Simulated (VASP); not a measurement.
# BAs (P6_3/mmc) in VASP: a series of runs

Runs on BAs. Level: PBE. Tasks: single point.

Program: VASP 6.6.1. These are calculated values, not measurements. Logs are shortened: lines on timing, memory, paths and dates and some standing lists are left out, and cuts for length are marked.

### 1 The cell of the first run

The structure is hexagonal, space group P6_3/mmc (No. 194). The conventional cell has a = 3.255 Å, b = 3.255 Å, c = 5.421 Å, α = 90.00°, β = 90.00°, γ = 120.00°. Within 3.1 Å of B (site symmetry -3m) lie 6 As at 2.32 Å and 2 B at 2.71 Å. Within 3.1 Å of As (site symmetry -6m2) lie 6 B at 2.32 Å.

### 2 Single point, PBE

INCAR

```
PREC = Accurate ; ENCUT = 520
EDIFF = 1E-7 ; ISMEAR = -1
SIGMA = 0.02 ; LREAL = F
LASPH = T ; NELM = 80
ALGO = Normal ; ISIF = 2
LWAVE = F ; LCHARG = F
GGA = PE ; NBANDS = 16
```

KPOINTS

```
regular mesh
0
Gamma
  12 12 6
```

POSCAR

```
BAs
1.0
    3.2550128178      0.0000000000      0.0000000000
   -1.6275064089      2.8189237899      0.0000000000
    0.0000000000      0.0000000000      5.4210204989
B As
2 2
Direct
    0.0000000000      0.0000000000      0.0000000000
    0.0000000000      0.0000000000      0.5000000000
    0.3333333333      0.6666666667      0.2500000000
    0.6666666667      0.3333333333      0.7500000000
```

Potentials or basis: VASP PAW PBE potentials, release 64 (B, As).

Started as:

```console
cat potpaw_PBE.64/B/POTCAR potpaw_PBE.64/As/POTCAR > POTCAR
mpirun -np 1 vasp_std > vasp.out
```

OUTCAR:

```text
PREC = Accurate
   ENCUT = 520
   EDIFF = 1E-7
   ISMEAR = -1
   LREAL = F
   LASPH = T
   NELM = 80
   ISIF = 2
   GGA = PE

 ion  position               nearest neighbor table
   1  0.000  0.000  0.000-   3 2.32   4 2.32   4 2.32   3 2.32   4 2.32   3 2.32
   2  0.000  0.000  0.500-   3 2.32   4 2.32   4 2.32   3 2.32   4 2.32   3 2.32
   3  0.333  0.667  0.250-   1 2.32   2 2.32   1 2.32   2 2.32   1 2.32   2 2.32
   4  0.667  0.333  0.750-   1 2.32   2 2.32   1 2.32   2 2.32   1 2.32   2 2.32

  LATTYP: Found a hexagonal cell.
 ALAT       =     3.2550128178
 C/A-ratio  =     1.6654375274

  Lattice vectors:

 A1 = (   3.2550128178,   0.0000000000,   0.0000000000)
 A2 = (  -1.6275064089,   2.8189237899,   0.0000000000)
 A3 = (   0.0000000000,   0.0000000000,   5.4210204989)

Analysis of symmetry for initial positions (statically):
=====================================================================
 Subroutine PRICEL returns:
 Original cell was already a primitive cell.

 Routine SETGRP: Setting up the symmetry group for a
 hexagonal supercell.

 Subroutine GETGRP returns: Found 24 space group operations
 (whereof 12 operations were pure point group operations)
 out of a pool of 24 trial point group operations.

The static configuration has the point symmetry D_3d.
 The point group associated with its full space group is D_6h.

Analysis of symmetry for dynamics (positions and initial velocities):
=====================================================================
 Subroutine PRICEL returns:
 Original cell was already a primitive cell.

 Routine SETGRP: Setting up the symmetry group for a
 hexagonal supercell.

 Subroutine GETGRP returns: Found 24 space group operations
 (whereof 12 operations were pure point group operations)
 out of a pool of 24 trial point group operations.

The dynamic configuration has the point symmetry D_3d.
 The point group associated with its full space group is D_6h.

 Subroutine INISYM returns: Found 24 space group operations
 (whereof 12 operations are pure point group operations),
 and found     1 'primitive' translations

----------------------------------------------------------------------------------------

                                     Primitive cell

  volume of cell :      49.7413

  direct lattice vectors                    reciprocal lattice vectors
     3.255012818  0.000000000  0.000000000     0.307218452  0.177372656  0.000000000
    -1.627506409  2.818923790  0.000000000     0.000000000  0.354745312  0.000000000
     0.000000000  0.000000000  5.421020499     0.000000000  0.000000000  0.184467113

  length of vectors
     3.255012818  3.255012818  5.421020499     0.354745312  0.354745312  0.184467113

  position of ions in fractional coordinates (direct lattice)
     0.000000000  0.000000000  0.000000000
     0.000000000  0.000000000  0.500000000
     0.333333333  0.666666667  0.250000000
     0.666666667  0.333333333  0.750000000

  ion indices of the primitive-cell ions
   primitive index   ion index
                 1           1
                 2           2
                 3           3
                 4           4

----------------------------------------------------------------------------------------

 KPOINTS: regular mesh

Automatic generation of k-mesh.
 Grid dimensions read from file:
 generate k-points for:   12   12    6

 Generating k-lattice:

  Cartesian coordinates                     Fractional coordinates (reciprocal lattice)
     0.025601538  0.014781055  0.000000000     0.083333333 -0.000000000  0.000000000
     0.000000000  0.029562109  0.000000000     0.000000000  0.083333333  0.000000000
     0.000000000  0.000000000  0.030744519     0.000000000  0.000000000  0.166666667

  Length of vectors
     0.029562109  0.029562109  0.030744519

  Shift w.r.t. Gamma in fractional coordinates (k-lattice)
     0.000000000  0.000000000  0.000000000

 Subroutine IBZKPT returns following result:
 ===========================================

 Found     76 irreducible k-points:

 Following reciprocal coordinates:
            Coordinates               Weight
  0.000000  0.000000  0.000000      1.000000
  0.083333  0.000000  0.000000      6.000000
  0.166667  0.000000  0.000000      6.000000
  0.250000  0.000000  0.000000      6.000000
  0.333333  0.000000  0.000000      6.000000
  0.416667  0.000000  0.000000      6.000000
[... 16 lines left out ...]
  0.250000  0.000000  0.166667     12.000000
  0.333333  0.000000  0.166667     12.000000
 [... further k-points ...]
   k-points           NKPTS =     76   k-points in BZ     NKDIM =     76   number of bands    NBANDS=     16
   number of dos      NEDOS =    301   number of ions     NIONS =      4
   total plane-waves  NPLWV =  23040
   dimension x,y,z NGX =    24 NGY =   24 NGZ =   40
   dimension x,y,z NGXF=    48 NGYF=   48 NGZF=   80
   ions per type =               2   2
   NGX,Y,Z   is equivalent  to a cutoff of  12.26, 12.26, 12.27 a.u.
   NGXF,Y,Z  is equivalent  to a cutoff of  24.52, 24.52, 24.53 a.u.
 SYSTEM =  unknown system
   PREC   = accura    normal or accurate (medium, high low for compatibility)
   ISTART =      0    job   : 0-new  1-cont  2-samecut
   ICHARG =      2    charge: 1-file 2-atom 10-const
   ISPIN  =      1    spin polarized calculation?
   LNONCOLLINEAR =      F non collinear calculations
   LSORBIT =      F    spin-orbit coupling
   LASPH  =      T    aspherical Exc in radial PAW
   ENCUT  =  520.0 eV  38.22 Ry    6.18 a.u.   6.05  6.05 10.08*2*pi/ulx,y,z
   NELM   =     80;   NELMIN=  2; NELMDL= -5     # of ELM steps
   EDIFF  = 0.1E-06   stopping-criterion for ELM
   LREAL  =      F    real-space projection
   EDIFFG = 0.1E-05   stopping-criterion for IOM
   NSW    =      0    number of steps for IOM
   IBRION =     -1    ionic relax: 0-MD 1-quasi-New 2-CG
   NFREE  =      0    steps in history (QN), initial steepest desc. (CG)
   ISIF   =      2    stress and relaxation
   ISYM   =      2    0-nonsym 1-usesym 2-fastsym
   POTIM  = 0.5000    time-step for ionic-motion
   TEBEG  =    0.0;   TEEND  =   0.0 temperature during run
   PSTRESS=    0.0 pullay stress
   NELECT =      16.0000    total number of electrons
   NUPDOWN=      -1.0000    fix difference up-down
   EMIN   =  10.00;   EMAX   =-10.00  energy-range for DOS
   EFERMI =   0.00;   METHOD = LEGACY
   ISMEAR =    -1;   SIGMA  =   0.02  broadening in eV -4-tet -1-fermi 0-gaus
   EFERMI_NEDOS =   21; number of points for ismear=-14 and -15
   IALGO  =     38    algorithm
   IMIX   =      4    mixing-type and parameters
     AMIX     =   0.40;   BMIX     =  1.00
     AMIX_MAG =   1.60;   BMIX_MAG =  1.00
  volume/ion in A,a.u.               =      12.44        83.92
  Fermi-wavevector in a.u.,A,eV,Ry     =   1.121698  2.119701 17.118926  1.258206
  Thomas-Fermi vector in A             =   2.258353
   LORBIT       =      0    0 simple, 1 ext, 2 COOP (PROOUT), +10 PAW based schemes
   GGA     = PE    functional components
   LHFCALC =     F    Hartree Fock is set to
   AEXX    =    0.0000 exact exchange contribution
   IVDW    =     0    specifies the selected vdW correction
   LEPSILON=     F    determine dielectric tensor
   LRPA    =     F    only Hartree local field effects (RPA)
 non-spin polarized calculation
  energy-cutoff  :      520.00
  volume of cell :       49.74
 maximum number of plane-waves:      1362
   NGX = 13   NGY = 13   NGZ = 21

 number of electron      15.9999999 magnetization

 Free energy of the ion-electron system (eV)
  ---------------------------------------------------
  ext. energy  EPLUGINS =         0.00000000
  ---------------------------------------------------
  free energy    TOTEN  =       -18.84653196 eV

  energy without entropy =      -18.84425060  energy(sigma->0) =      -18.84539128

 E-fermi :   7.2891     XC(G=0): -11.3522

 val. band max:        7.2604085061   @ k =   0.4167   0.0833   0.0000
 cond. band min:       7.2912469638   @ k =   0.3333   0.1667   0.1667
 fundamental gap:      0.0308384577
 Fermi energy:         7.2891112831

 k-point     1 :       0.0000    0.0000    0.0000
  band No.  band energies     occupation
      1      -8.6619      2.00000
      2      -5.1386      2.00000
      3      -2.4934      2.00000
      4       6.5463      2.00000
      5       6.5463      2.00000
      6       7.4040      0.00640
[... 8 lines left out ...]
     15      14.9108      0.00000
     16      15.1258      0.00000

 k-point     2 :       0.0833    0.0000    0.0000
  band No.  band energies     occupation
      1      -8.5438      2.00000
      2      -5.0299      2.00000
      3      -2.3775      2.00000
      4       5.4341      2.00000
      5       6.1030      2.00000
      6       7.4557      0.00048
[... 8 lines left out ...]
     15      14.9286      0.00000
     16      15.1695      0.00000

 k-point     3 :       0.1667    0.0000    0.0000
  band No.  band energies     occupation
      1      -8.1908      2.00000
      2      -4.7119      2.00000
      3      -2.0305      2.00000
      4       3.4905      2.00000
      5       5.3138      2.00000
      6       6.1711      2.00000
[... 8 lines left out ...]
     15      13.7460      0.00000
     16      15.9159      0.00000

 k-point     4 :       0.2500    0.0000    0.0000
  band No.  band energies     occupation
      1      -7.6075      2.00000
      2      -4.2222      2.00000
      3      -1.4550      2.00000
      4       1.5546      2.00000
      5       4.4979      2.00000
      6       4.5860      2.00000
[... 8 lines left out ...]
     15      14.5794      0.00000
     16      17.1005      0.00000
[... 324 lines left out ...]
 k-point    22 :       0.1667    0.0000    0.1667
  band No.  band energies     occupation
      1      -8.0647      2.00000
      2      -5.2914      2.00000
      3      -1.2199      2.00000
      4       3.6022      2.00000
      5       5.4367      2.00000
      6       5.6402      2.00000
[... 8 lines left out ...]
     15      13.9108      0.00000
     16      16.2021      0.00000

 k-point    23 :       0.2500    0.0000    0.1667
  band No.  band energies     occupation
      1      -7.4826      2.00000
      2      -4.7674      2.00000
      3      -0.7170      2.00000
      4       1.7096      2.00000
      5       3.9236      2.00000
      6       4.7167      2.00000
[... 8 lines left out ...]
     15      14.4691      0.00000
     16      17.0350      0.00000

 k-point    24 :       0.3333    0.0000    0.1667
  band No.  band energies     occupation
      1      -6.6838      2.00000
      2      -4.1431      2.00000
      3      -0.5447      2.00000
      4       0.6116      2.00000
      5       2.2021      2.00000
      6       4.1659      2.00000
[... 8 lines left out ...]
     15      15.6078      0.00000
     16      17.6700      0.00000

 [... further k-points ...]
[... 5 lines left out ...]
  --------------------------------------------------------------------------------------
  -------------------------------------------------------------------------------------
  Total        0.5046240      0.5046240      0.4458071     -0.0000000      0.0000000     -0.0000000
  in kB       16.2540416     16.2540416     14.3595389     -0.0000000      0.0000000     -0.0000000
  external PRESSURE =      15.6225407 kB  Pullay stress =       0.0000000 kB

 VOLUME and BASIS-vectors are now :
 -----------------------------------------------------------------------------
  energy-cutoff  :      520.00
  volume of cell :       49.74
      direct lattice vectors                 reciprocal lattice vectors
     3.255012818  0.000000000  0.000000000     0.307218452  0.177372656  0.000000000
    -1.627506409  2.818923790  0.000000000     0.000000000  0.354745312  0.000000000
     0.000000000  0.000000000  5.421020499     0.000000000  0.000000000  0.184467113

 POSITION                                       TOTAL-FORCE (eV/Angst)
 -----------------------------------------------------------------------------------
      0.00000      0.00000      0.00000        -0.000000      0.000000      0.000000
      0.00000      0.00000      2.71051        -0.000000      0.000000      0.000000
     -0.00000      1.87928      1.35526        -0.000000      0.000000      0.000000
      1.62751      0.93964      4.06577         0.000000     -0.000000     -0.000000
 -----------------------------------------------------------------------------------
    total drift:                               -0.000000      0.000000      0.000000

  FREE ENERGIE OF THE ION-ELECTRON SYSTEM (eV)
  ---------------------------------------------------
  free  energy   TOTEN  =       -18.8465319589 eV

  energy  without entropy=      -18.8442506033  energy(sigma->0) =      -18.84539128
```

Wall time 36 s (1 thread of Intel Xeon 6975P-C (Granite Rapids), shared host); peak memory 0.19 GiB.

What came out:

- Free energy: -18.8465 eV
- Pressure: 1.6 GPa
- Band gap on the k mesh: zero (band 8 reaches 8.95 eV, above the bottom of band 9 at 2.96 eV)

Stress tensor (GPa, compression positive):
```
1.63 0.00 0.00
0.00 1.63 0.00
0.00 0.00 1.44
```

(Part 1 of 2 ends here.)
